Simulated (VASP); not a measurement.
A run of VASP 6.6.1 is set up as follows.

File INCAR:

```
SYSTEM = HgPt3
PREC     = Accurate       ! precision mode
ENCUT    = 520            ! plane-wave cutoff, eV
EDIFF    = 1E-6           ! SCF threshold, eV
ISMEAR   = 0              ! smearing method
SIGMA    = 0.1            ! smearing width, eV
LREAL    = .FALSE.        ! projectors in reciprocal space
LASPH    = .TRUE.         ! aspherical terms in the spheres
NELM     = 80             ! most SCF steps
ALGO     = Normal         ! electronic algorithm
ISIF     = 2              ! what is computed and relaxed
LWAVE    = .FALSE.        ! write WAVECAR
LCHARG   = .FALSE.        ! write CHGCAR
GGA      = CA             ! functional
NBANDS   = 29             ! bands
```

KPOINTS

```
regular mesh
0
G
  5 5 8
  0 0 0
```

The input POSCAR:

```
HgPt3
1.0
    3.0084554906     -4.1008297930      0.0000000000
    3.0084554906      4.1008297930      0.0000000000
    0.0000000000      0.0000000000      2.9994798150
Hg Pt
1 3
Direct
    0.0000000000      0.0000000000      0.0000000000
    0.5000000000      0.5000000000      0.0000000000
    0.0000000000      0.5000000000      0.5000000000
    0.5000000000      0.0000000000      0.5000000000
```

Potentials or basis: VASP PAW LDA potentials, release 64 (Hg, Pt).

Command:

```bash
$ cat potpaw_LDA.64/Hg/POTCAR potpaw_LDA.64/Pt/POTCAR > POTCAR
$ mpirun -np 1 vasp_std > vasp.out
```

(1) Estimate the pressure.

(2) What does it give for the band gap on the k mesh?

Answers

(1) -25.6 GPa.

(2) zero (bands 21 and 22 overlap by 1.34 eV).

Caveat: the cell stands under tension; spin-orbit coupling is left out, which moves the levels of the heavy elements.
